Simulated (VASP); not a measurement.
# KI: single point with LDA

KI:

```
K I
1.0
     0.00000    2.86161    2.86161
     2.86161    0.00000    2.86161
     2.86161    2.86161    0.00000
K I
1 1
Direct
  0.00000 0.00000 0.00000
  0.50000 0.50000 0.50000
```

* Program: VASP 6.6.1
* Task: single point
* Functional: LDA
* Potentials or basis: VASP PAW LDA potentials, release 64 (K_sv, I)
* Cutoff: 520 eV
* k mesh: 6 × 6 × 6
* Occupations: gaussian, width 0.01 eV
* Spin: no spin polarisation
* Dipole correction: no
* Further INCAR settings: ALGO = Normal; EDIFF = 1e-07; NBANDS = 15

The pressure is 30.6 GPa and the band gap on the k mesh is 2.48 eV, indirect (least direct gap 3.24 eV).

Levels at points of the mesh, in eV from the valence-band top:
| k point | band 5 | band 6 | band 7 | band 8 | band 9 | band 10 | band 11 | band 12 |
| --- | --- | --- | --- | --- | --- | --- | --- | --- |
| (0.00, 0.00, 0.00) | -11.92 | 0.00 | 0.00 | 0.00 | 5.04 | 5.04 | 5.04 | 6.00 |
| (0.50, 0.00, 0.00) | -9.64 | -3.70 | -1.55 | -1.55 | 5.55 | 8.22 | 8.67 | 8.67 |
| (0.50, 0.50, 0.00) | -11.77 | -2.09 | -0.76 | -0.76 | 2.48 | 7.23 | 7.92 | 10.22 |

Wall time 7.1 s on 1 thread of AMD EPYC 9R45 96-Core Processor (Zen 5) (shared host), peak memory 0.12 GiB.

Caveat: spin-orbit coupling is left out, which moves the levels of the heavy elements. A k mesh can miss the band edges.
